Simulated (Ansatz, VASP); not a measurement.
Ge in VASP and in Ansatz

```
CELL_PARAMETERS angstrom
-1.49735 1.49735 1.49735
1.49735 -1.49735 1.49735
1.49735 1.49735 -1.49735
ATOMIC_POSITIONS crystal
Ge 0.00000 0.00000 0.00000
```

Change from the starting cell: volume scaled by 0.75, LAPW.

Alike in both runs: task single point; functional LDA; k mesh 18 × 18 × 18; occupations fermi-dirac, width 0.1 eV; no spin polarisation.

|  | VASP | Ansatz |
| --- | --- | --- |
| version | VASP 6.6.1 | Ansatz 0.2.0 |
| potentials or method | VASP PAW LDA potentials, release 64 (Ge_d), cutoff 520 eV | all-electron LAPW, scalar-relativistic |

|  | VASP | Ansatz | Ansatz less VASP |
| --- | --- | --- | --- |
| pressure (GPa) | 42.8 | 42.4 | -0.33 |

LDA's correlation is that of Perdew and Zunger in VASP and of Perdew and Wang (1992) in Ansatz. Both programs put the cell under a high pressure, so it lies far from rest at this level. Ansatz ran all-electron here, and VASP with PAW potentials.
